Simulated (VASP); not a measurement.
TiSi2: relaxation of cell and atoms with BLYP

TiSi2:

```xyz
3
Lattice="-1.4729 1.7121 4.2121 1.4729 -1.7121 4.2121 1.4729 1.7121 -4.2121" Properties=species:S:1:pos:R:3 pbc="T T T"
Ti    0.0000    0.0000    0.0000
Si    0.0000    0.0000    5.6448
Si    0.0000    0.0000    2.7793
```

```
Program                : VASP 6.6.1
Task                   : relaxation of cell and atoms
Functional             : BLYP
Potentials or basis    : VASP PAW PBE potentials, release 64 (Ti_sv, Si)
Cutoff                 : 600 eV
k mesh                 : 12 × 12 × 12
Occupations            : fermi-dirac, width 0.05 eV
Spin                   : no spin polarisation
Dipole correction      : no
Further INCAR settings : ALGO = Normal; EDIFF = 1e-07; IBRION = 2; EDIFFG = -0.01; NSW = 60; ISIF = 3
```

```json
{"Relaxed volume": "15.07 Å³/atom", "Relaxed cell": "a = 4.858 Å, b = 4.858 Å, c = 4.858 Å, α = 143.68°, β = 137.85°, γ = 56.83°", "Space group after relaxing (to 0.1 Å)": "Immm (No. 71)", "Energy gained by relaxing": "20.9 meV/atom", "Ionic steps": "7", "Pressure after relaxing": "0.0 GPa", "Band gap on the k mesh": "zero (bands 10 and 11 overlap by 2.09 eV)"}
```

Step by step:
| step | energy change (eV) | largest force (eV/Å) | pressure (GPa) | volume (Å³) |
| --- | --- | --- | --- | --- |
| 1 | 0.0000 | 0.0464 | 7.66 | 42.49 |
| 2 | -0.0409 | 0.1263 | -3.72 | 46.79 |
| 3 | -0.0603 | 0.0969 | -0.06 | 45.15 |
| 4 | -0.0618 | 0.0690 | -0.03 | 45.16 |
| 5 | -0.0626 | 0.0282 | 0.01 | 45.18 |
| 6 | -0.0627 | 0.0176 | 0.00 | 45.19 |
| 7 | -0.0628 | 0.0008 | -0.01 | 45.21 |

Final structure:
```
Ti Si
1.0
    -1.51408    1.74682    4.27308
     1.51408   -1.74682    4.27308
     1.51408    1.74682   -4.27308
Ti Si
1 2
Direct
  0.00000 0.00000 0.00000
  0.66804 0.66804 0.00000
  0.33196 0.33196 0.00000
```

Levels at points of the mesh, in eV from the Fermi level:
```csv
k point,band 6,band 7,band 8,band 9,band 10,band 11,band 12,band 13,band 14
"(0.00, 0.00, 0.00)",-4.39,-4.13,-1.94,-0.51,0.61,2.12,2.16,2.91,3.47
"(0.50, 0.00, 0.00)",-8.65,-4.02,-3.53,-0.59,0.74,1.84,2.30,3.17,3.94
"(0.00, 0.50, 0.00)",-7.75,-3.42,-3.21,-0.92,-0.33,0.94,2.71,3.00,3.67
"(0.50, 0.50, 0.00)",-4.80,-4.76,-4.60,-2.66,-1.13,-0.58,2.58,2.59,2.99
"(0.50, 0.50, 0.50)",-8.55,-1.16,-0.99,-0.21,0.42,1.75,2.16,2.17,3.39
```

Run time: 13 min on 1 thread of Intel(R) Xeon(R) 6975P-C (Granite Rapids) (shared host), peak memory 0.4 GiB.

Caveat: the PAW data sets were made with another functional, which shifts forces and pressure a little.
